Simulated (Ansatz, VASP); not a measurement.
# Hf3Si2W in VASP and in Ansatz

```
Hf Si W
1.0
     3.82886    0.00000    0.00000
     0.00000    3.82886    0.00000
     0.00000    0.00000    7.38365
Hf Si W
3 2 1
Cartesian
  1.9144 1.9144 0.0000
  0.0000 1.9144 2.6785
  1.9144 0.0000 4.7051
  0.0000 1.9144 5.4434
  1.9144 0.0000 1.9403
  0.0000 0.0000 0.0000
```

Change from the starting cell: species swapped into the Zr2CuSb3 type (P-4m2, No. 115).

Alike in both runs: functional PBE; k mesh 4 × 4 × 4; occupations gaussian, width 0.1 eV; no spin polarisation.

Ansatz relaxed the structure, and its values are those at the end. VASP's run is a single point on that final structure, the one shown.

|  | VASP | Ansatz |
| --- | --- | --- |
| version | VASP 6.6.1 | Ansatz 0.2.0 |
| potentials or method | VASP PAW PBE potentials, release 64 (Hf_pv, Si, W_sv), cutoff 520 eV | scalar-relativistic, plane waves, PAW |
| valence electrons in the cell | 52 | 100 |

```tsv
	VASP	Ansatz	Ansatz less VASP
gap on the k mesh at the Fermi level (eV)	none	none	-
pressure (GPa)	-0.3	0.0	+0.27
rms of the force components (eV/Å)	0.004	0.004	0.0000
```

A gap of «none» marks a metal or a gap that the smearing closes. VASP's potentials hold 52 valence electrons a cell and Ansatz's 100, so a difference there can come from the potentials and not from the codes.

The k mesh is coarse, so the values compare programs but aren't converged. Spin-orbit coupling is off throughout.
